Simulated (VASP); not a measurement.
Set up this calculation in VASP 6.6.1, as the native input.

```yaml
Task: single point
Functional: PBEsol
Potentials_or_basis: VASP PAW PBE potentials, release 64 (Sc_sv, Ga_d, Cl)
Cutoff: 520 eV
k_mesh: 4 × 4 × 4
Occupations: fermi-dirac, width 0.03 eV
Spin: no spin polarisation
Dipole_correction: no
Further_INCAR_settings: ALGO = Normal; EDIFF = 1e-06; NBANDS = 43
```

The structure of ScGaCl6 lies in POSCAR:

```
ScGaCl6
1.0
    6.4045713750      3.6976810086      2.0305124779
   -6.4045713750      3.6976810086      2.0305124779
    0.0000000000     -7.3953620136      2.0305124843
Sc Ga Cl
1 1 6
Direct
    0.5000000000      0.5000000000      0.5000000000
    0.0000000000      0.0000000000      0.0000000000
    1.0661467550      0.3215709727      0.3215709727
    0.3215709727      1.0661467550      0.3215709727
    0.3215709727      0.3215709727      1.0661467550
   -0.0661467550      0.6784290273      0.6784290273
    0.6784290273     -0.0661467550      0.6784290273
    0.6784290273      0.6784290273     -0.0661467550
```

One way to write it, as run:

INCAR

```
SYSTEM = ScGaCl6
ALGO = Normal ; EDIFF = 1E-6
ENCUT = 520 ; GGA = PS
ISIF = 2 ; ISMEAR = -1
LASPH = .TRUE. ; LCHARG = .TRUE.
LELF = .TRUE. ; LREAL = .FALSE.
LVHAR = .TRUE. ; LWAVE = .FALSE.
NBANDS = 43 ; NELM = 60
PREC = Accurate ; SIGMA = 0.03
```

KPOINTS

```
k-points
0
G
  4 4 4
  0 0 0
```

Potentials or basis: VASP PAW PBE potentials, release 64 (Sc_sv, Ga_d, Cl).

Run with:

```bash
$ cat potpaw_PBE.64/Sc_sv/POTCAR potpaw_PBE.64/Ga_d/POTCAR potpaw_PBE.64/Cl/POTCAR > POTCAR
$ mpirun -np 1 vasp_std > vasp.out
```

It gave:

| Property | Result |
| --- | --- |
| Pressure | 0.0 GPa |
| Largest force | 0.023 eV/Å |
| Band gap on the k mesh | 3.29 eV |

Caveat: the PAW data sets were made with another functional, which shifts forces and pressure a little.

Wall time 7.3 min on 1 thread of AMD EPYC 7R13, with other jobs on the host, peak memory 0.58 GiB.
